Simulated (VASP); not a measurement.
# Fe (Fm-3m) in VASP: single point with PBE

Aim: the single point of Fe with PBE.

Everything below comes from runs of VASP 6.6.1. Logs are shortened: lines on timing, memory, paths and dates and some standing lists are left out, and cuts for length are marked.

**1. The cell of the first run**

Symmetry: Fm-3m, No. 225, cubic system. The conventional cell has a = 3.495 Å, b = 3.495 Å, c = 3.495 Å, α = 90.00°, β = 90.00°, γ = 90.00°. Fe (site symmetry m-3m) has 12 Fe at 2.47 Å within 3.3 Å.

This isn't the form of Fe at room conditions, which is bcc.

**2. Single point, PBE, collinear spin, antiferromagnetic start**

INCAR

```
ALGO = Normal
EDIFF = 1E-6
ENCUT = 520
GGA = PE
ISIF = 2
ISMEAR = -1
ISPIN = 2
ISYM = 0
LASPH = T
LCHARG = F
LMAXMIX = 4
LORBIT = 11
LREAL = F
LWAVE = F
MAGMOM = 4 -4
NBANDS = 19
NELM = 150
PREC = Accurate
SIGMA = 0.1
```

KPOINTS

```
k-points
0
Gamma
  7 12 10
```

POSCAR

```
Fe
1.0
   -1.7475000000     -3.4950000000     -1.7475000000
   -1.7475000000      0.0000000000     -1.7475000000
    1.7475000000      0.0000000000     -1.7475000000
Fe
2
Direct
    0.0000000000      0.0000000000      0.0000000000
    0.5000000000      0.0000000000      0.5000000000
```

Potentials or basis: VASP PAW PBE potentials, release 64 (Fe).

Launch:

```bash
$ cat potpaw_PBE.64/Fe/POTCAR > POTCAR
$ mpirun -np 1 vasp_std > vasp.out
```

OUTCAR:

```text
EDIFF = 1E-6
   ENCUT = 520
   GGA = PE
   ISIF = 2
   ISMEAR = -1
   ISPIN = 2
   ISYM = 0
   LASPH = T
   LORBIT = 11
   LREAL = F
   NELM = 150
   PREC = Accurate

 ion  position               nearest neighbor table
   1  0.000  0.000  0.000-   2 2.47   2 2.47   2 2.47   2 2.47   2 2.47   2 2.47   2 2.47   2 2.47

   2  0.500  0.000  0.500-   1 2.47   1 2.47   1 2.47   1 2.47   1 2.47   1 2.47   1 2.47   1 2.47

IMPORTANT INFORMATION: All symmetrisations will be switched off!
NOSYMM: (Re-)initialisation of all symmetry stuff for point group C_1.

----------------------------------------------------------------------------------------

                                     Primitive cell

  volume of cell :      21.3458

  direct lattice vectors                    reciprocal lattice vectors
    -1.747500000 -3.495000000 -1.747500000     0.000000000 -0.286123033  0.000000000
    -1.747500000  0.000000000 -1.747500000    -0.286123033  0.286123033 -0.286123033
     1.747500000  0.000000000 -1.747500000     0.286123033  0.000000000 -0.286123033

  length of vectors
     4.280483326  2.471338200  2.471338200     0.286123033  0.495579630  0.404639074

  position of ions in fractional coordinates (direct lattice)
     0.000000000  0.000000000  0.000000000
     0.500000000  0.000000000  0.500000000

  ion indices of the primitive-cell ions
   primitive index   ion index
                 1           1
                 2           2

----------------------------------------------------------------------------------------

 KPOINTS: k-points

Automatic generation of k-mesh.
 Grid dimensions read from file:
 generate k-points for:    7   12   10

 Generating k-lattice:

  Cartesian coordinates                     Fractional coordinates (reciprocal lattice)
     0.000000000 -0.040874719  0.000000000     0.142857143  0.000000000  0.000000000
    -0.023843586  0.023843586 -0.023843586     0.000000000  0.083333333  0.000000000
     0.028612303  0.000000000 -0.028612303     0.000000000  0.000000000  0.100000000

  Length of vectors
     0.040874719  0.041298303  0.040463907

  Shift w.r.t. Gamma in fractional coordinates (k-lattice)
     0.000000000  0.000000000  0.000000000

 -----------------------------------------------------------------------------
|                                                                             |
|           W    W    AA    RRRRR   N    N  II  N    N   GGGG   !!!           |
|           W    W   A  A   R    R  NN   N  II  NN   N  G    G  !!!           |
|           W    W  A    A  R    R  N N  N  II  N N  N  G       !!!           |
|           W WW W  AAAAAA  RRRRR   N  N N  II  N  N N  G  GGG   !            |
|           WW  WW  A    A  R   R   N   NN  II  N   NN  G    G                |
|           W    W  A    A  R    R  N    N  II  N    N   GGGG   !!!           |
|                                                                             |
|     Your reciprocal lattice and k-lattice belong to different lattice       |
|     classes:                                                                |
|                                                                             |
|        The reciprocal lattice is simple tetragonal,                         |
|        whereas your k-lattice is simple monoclinic.                         |
|                                                                             |
|     Results are often still useful ...                                      |
|                                                                             |
 -----------------------------------------------------------------------------

 WARNING: IBZKPT: internal override: KBLOWUP is changed to .FALSE.
      ... skipping the blow-up phase ...

 Subroutine IBZKPT returns following result:
 ===========================================

 Found    422 irreducible k-points:

 Following reciprocal coordinates:
            Coordinates               Weight
  0.000000  0.000000  0.000000      1.000000
  0.142857  0.000000  0.000000      2.000000
  0.285714  0.000000  0.000000      2.000000
  0.428571  0.000000  0.000000      2.000000
  0.000000  0.083333  0.000000      2.000000
  0.142857  0.083333  0.000000      2.000000
[... 16 lines left out ...]
 -0.428571  0.250000  0.000000      2.000000
 -0.285714  0.250000  0.000000      2.000000
 [... further k-points ...]
   k-points           NKPTS =    422   k-points in BZ     NKDIM =    422   number of bands    NBANDS=     19
   number of dos      NEDOS =    301   number of ions     NIONS =      2
   total plane-waves  NPLWV =  10368
   dimension x,y,z NGX =    32 NGY =   18 NGZ =   18
   dimension x,y,z NGXF=    64 NGYF=   36 NGZF=   36
   ions per type =               2
   NGX,Y,Z   is equivalent  to a cutoff of  12.43, 12.11, 12.11 a.u.
   NGXF,Y,Z  is equivalent  to a cutoff of  24.86, 24.22, 24.22 a.u.
 SYSTEM =  unknown system
   PREC   = accura    normal or accurate (medium, high low for compatibility)
   ISTART =      0    job   : 0-new  1-cont  2-samecut
   ICHARG =      2    charge: 1-file 2-atom 10-const
   ISPIN  =      2    spin polarized calculation?
   LNONCOLLINEAR =      F non collinear calculations
   LSORBIT =      F    spin-orbit coupling
   LASPH  =      T    aspherical Exc in radial PAW
   ENCUT  =  520.0 eV  38.22 Ry    6.18 a.u.   7.96  4.60  4.60*2*pi/ulx,y,z
   NELM   =    150;   NELMIN=  2; NELMDL= -5     # of ELM steps
   EDIFF  = 0.1E-05   stopping-criterion for ELM
   LREAL  =      F    real-space projection
   EDIFFG = 0.1E-04   stopping-criterion for IOM
   NSW    =      0    number of steps for IOM
   IBRION =     -1    ionic relax: 0-MD 1-quasi-New 2-CG
   NFREE  =      0    steps in history (QN), initial steepest desc. (CG)
   ISIF   =      2    stress and relaxation
   ISYM   =      0    0-nonsym 1-usesym 2-fastsym
   POTIM  = 0.5000    time-step for ionic-motion
   TEBEG  =    0.0;   TEEND  =   0.0 temperature during run
   PSTRESS=    0.0 pullay stress
   NELECT =      16.0000    total number of electrons
   NUPDOWN=      -1.0000    fix difference up-down
   EMIN   =  10.00;   EMAX   =-10.00  energy-range for DOS
   EFERMI =   0.00;   METHOD = LEGACY
   ISMEAR =    -1;   SIGMA  =   0.10  broadening in eV -4-tet -1-fermi 0-gaus
   EFERMI_NEDOS =   21; number of points for ismear=-14 and -15
   IALGO  =     38    algorithm
   IMIX   =      4    mixing-type and parameters
     AMIX     =   0.40;   BMIX     =  1.00
     AMIX_MAG =   1.60;   BMIX_MAG =  1.00
  volume/ion in A,a.u.               =      10.67        72.02
  Fermi-wavevector in a.u.,A,eV,Ry     =   1.487114  2.810238 30.089400  2.211509
  Thomas-Fermi vector in A             =   2.600316
   LORBIT       =     11    0 simple, 1 ext, 2 COOP (PROOUT), +10 PAW based schemes
   GGA     = PE    functional components
   LHFCALC =     F    Hartree Fock is set to
   AEXX    =    0.0000 exact exchange contribution
   IVDW    =     0    specifies the selected vdW correction
   LEPSILON=     F    determine dielectric tensor
   LRPA    =     F    only Hartree local field effects (RPA)
 spin polarized calculation
  energy-cutoff  :      520.00
  volume of cell :       21.35
 maximum number of plane-waves:       596
   NGX = 15   NGY =  9   NGZ =  9

 number of electron      15.9999987 magnetization       0.0010459

 number of electron      15.9999987 magnetization      -0.0000702

 Free energy of the ion-electron system (eV)
  ---------------------------------------------------
  ext. energy  EPLUGINS =         0.00000000
  ---------------------------------------------------
  free energy    TOTEN  =       -16.29557071 eV

  energy without entropy =      -16.19168705  energy(sigma->0) =      -16.24362888

 E-fermi :   6.6201     XC(G=0): -13.5074

 val. band max:        6.6197630057   @ k =  -0.4286  -0.2500   0.1000
 cond. band min:       6.6242901119   @ k =  -0.4286   0.2500   0.3000
 fundamental gap:      0.0045271063
 Fermi energy:         6.6200668772

 spin component 1

 k-point     1 :       0.0000    0.0000    0.0000
  band No.  band energies     occupation
      1      -2.2448      1.00000
      2       1.6718      1.00000
      3       2.3808      1.00000
      4       4.7217      1.00000
      5       4.7217      1.00000
      6       4.9210      1.00000
[... 11 lines left out ...]
     18      31.9992      0.00000
     19      34.5250      0.00000

 k-point     2 :       0.1429    0.0000    0.0000
  band No.  band energies     occupation
      1      -1.9653      1.00000
      2       1.7225      1.00000
      3       2.4813      1.00000
      4       4.7898      1.00000
      5       4.8062      1.00000
      6       4.8062      1.00000
[... 11 lines left out ...]
     18      32.1105      0.00000
     19      33.0531      0.00000

 k-point     3 :       0.2857    0.0000    0.0000
  band No.  band energies     occupation
      1      -1.1629      1.00000
      2       1.7271      1.00000
      3       2.7608      1.00000
      4       4.4418      1.00000
      5       5.0368      1.00000
      6       5.0371      1.00000
[... 11 lines left out ...]
     18      30.6832      0.00000
     19      30.6964      0.00000

 k-point     4 :       0.4286    0.0000    0.0000
  band No.  band energies     occupation
      1       0.0156      1.00000
      2       1.2142      1.00000
      3       3.1161      1.00000
      4       4.0320      1.00000
      5       5.0262      1.00000
      6       5.3012      1.00000
[... 407 lines left out ...]
     18      29.5237      0.00000
     19      32.5327      0.00000

 k-point    23 :      -0.4286    0.2500    0.0000
  band No.  band energies     occupation
      1       0.4227      1.00000
      2       2.3708      1.00000
      3       3.4786      1.00000
      4       4.1038      1.00000
      5       4.8876      1.00000
      6       4.9056      1.00000
[... 11 lines left out ...]
     18      29.5618      0.00000
     19      31.8613      0.00000

 k-point    24 :      -0.2857    0.2500    0.0000
  band No.  band energies     occupation
      1       1.3207      1.00000
      2       1.7527      1.00000
      3       3.8270      1.00000
      4       4.2329      1.00000
      5       4.5268      1.00000
      6       4.9463      1.00000
[... 11 lines left out ...]
     18      29.4420      0.00000
     19      30.9476      0.00000

 [... further k-points ...]

 spin component 2

 k-point     1 :       0.0000    0.0000    0.0000
  band No.  band energies     occupation
      1      -2.2448      1.00000
      2       1.6717      1.00000
      3       2.3808      1.00000
      4       4.7217      1.00000
      5       4.7217      1.00000
      6       4.9210      1.00000
[... 11 lines left out ...]
     18      31.9991      0.00000
     19      34.5309      0.00000

 k-point     2 :       0.1429    0.0000    0.0000
  band No.  band energies     occupation
      1      -1.9654      1.00000
      2       1.7224      1.00000
      3       2.4813      1.00000
      4       4.7897      1.00000
      5       4.8061      1.00000
      6       4.8062      1.00000
[... 11 lines left out ...]
     18      32.1104      0.00000
     19      33.0589      0.00000

 k-point     3 :       0.2857    0.0000    0.0000
  band No.  band energies     occupation
      1      -1.1629      1.00000
      2       1.7270      1.00000
      3       2.7608      1.00000
      4       4.4417      1.00000
      5       5.0368      1.00000
      6       5.0371      1.00000
[... 11 lines left out ...]
     18      30.6832      0.00000
     19      30.7027      0.00000

 k-point     4 :       0.4286    0.0000    0.0000
  band No.  band energies     occupation
      1       0.0156      1.00000
      2       1.2142      1.00000
      3       3.1161      1.00000
      4       4.0320      1.00000
      5       5.0261      1.00000
      6       5.3012      1.00000
[... 407 lines left out ...]
     18      29.5237      0.00000
     19      32.5327      0.00000

 k-point    23 :      -0.4286    0.2500    0.0000
  band No.  band energies     occupation
      1       0.4227      1.00000
      2       2.3708      1.00000
      3       3.4786      1.00000
      4       4.1037      1.00000
      5       4.8876      1.00000
      6       4.9056      1.00000
[... 11 lines left out ...]
     18      29.5618      0.00000
     19      31.8613      0.00000

 k-point    24 :      -0.2857    0.2500    0.0000
  band No.  band energies     occupation
      1       1.3207      1.00000
      2       1.7527      1.00000
      3       3.8270      1.00000
      4       4.2328      1.00000
      5       4.5267      1.00000
      6       4.9463      1.00000
[... 11 lines left out ...]
     18      29.4420      0.00000
     19      30.9476      0.00000

 [... further k-points ...]

------------------------ aborting loop because EDIFF is reached ----------------------------------------

  FORCE on cell =-STRESS in cart. coord.  units (eV):
  Direction    XX          YY          ZZ          XY          YZ          ZX
  --------------------------------------------------------------------------------------
  -------------------------------------------------------------------------------------
  Total       -0.6556486      1.0227648     -0.6555902     -0.0019567     -0.0019575     -0.0297464
  in kB      -49.2119047     76.7670458    -49.2075248     -0.1468670     -0.1469274     -2.2327123
  external PRESSURE =      -7.2174612 kB  Pullay stress =       0.0000000 kB

 VOLUME and BASIS-vectors are now :
 -----------------------------------------------------------------------------
  energy-cutoff  :      520.00
  volume of cell :       21.35
      direct lattice vectors                 reciprocal lattice vectors
    -1.747500000 -3.495000000 -1.747500000     0.000000000 -0.286123033  0.000000000
    -1.747500000  0.000000000 -1.747500000    -0.286123033  0.286123033 -0.286123033
     1.747500000  0.000000000 -1.747500000     0.286123033  0.000000000 -0.286123033

 POSITION                                       TOTAL-FORCE (eV/Angst)
 -----------------------------------------------------------------------------------
      0.00000      0.00000      0.00000        -0.000000      0.000000      0.000000
      0.00000     -1.74750     -1.74750         0.000000     -0.000000     -0.000000
 -----------------------------------------------------------------------------------
    total drift:                               -0.000000      0.000000     -0.000001

  FREE ENERGIE OF THE ION-ELECTRON SYSTEM (eV)
  ---------------------------------------------------
  free  energy   TOTEN  =       -16.2955707127 eV

  energy  without entropy=      -16.1916870516  energy(sigma->0) =      -16.24362888

 total charge

# of ion       s       p       d       tot
------------------------------------------
    1        0.519   0.604   6.274   7.397
    2        0.519   0.604   6.274   7.397
--------------------------------------------------
tot          1.039   1.207  12.548  14.794

 magnetization (x)

# of ion       s       p       d       tot
------------------------------------------
    1        0.017   0.030   1.310   1.358
    2       -0.017  -0.030  -1.311  -1.358
--------------------------------------------------
tot          0.000   0.000  -0.000  -0.000
```

It took 2 min on 1 thread of Intel Xeon 6975P-C (Granite Rapids), shared host; peak memory 0.33 GiB.

Results:

```yaml
Free_energy: -16.2956 eV
Pressure: -0.7 GPa
Band_gap_on_the_k_mesh: zero (filled and empty bands overlap)
Net_moment: 0.00 μB per cell
Site_moments: Fe +1.36, -1.36 μB
Valence_electrons_inside_the_program's_atomic_spheres: Fe 7.40
```

Stress tensor (GPa, compression positive):
```
-4.92 -0.01 -0.22
-0.01  7.68 -0.01
-0.22 -0.01 -4.92
```

Levels at points of the mesh, in eV from the Fermi level:
Spin up:
| k point | band 6 | band 7 | band 8 | band 9 | band 10 | band 11 |
| --- | --- | --- | --- | --- | --- | --- |
| (0.00, 0.00, 0.00) | -1.70 | -0.84 | -0.22 | 1.17 | 1.17 | 1.29 |
| (0.00, 0.50, 0.00) | -1.46 | -0.10 | -0.04 | 0.46 | 0.93 | 1.00 |
| (0.00, 0.00, 0.50) | -1.90 | -1.79 | -1.00 | -0.03 | 0.40 | 2.04 |
| (0.00, 0.50, 0.50) | -2.17 | -1.05 | 0.24 | 0.51 | 1.45 | 8.88 |
Spin down:
```csv
k point,band 6,band 7,band 8,band 9,band 10,band 11
"(0.00, 0.00, 0.00)",-1.70,-0.84,-0.22,1.17,1.17,1.29
"(0.00, 0.50, 0.00)",-1.46,-0.10,-0.04,0.46,0.93,1.00
"(0.00, 0.00, 0.50)",-1.90,-1.79,-1.00,-0.03,0.40,2.04
"(0.00, 0.50, 0.50)",-2.17,-1.05,0.24,0.51,1.45,8.88
```

Caveat: the stress differs along the axes, from -5 to 8 GPa; the antiferromagnetic order is the one typed at the start, and another may lie lower.
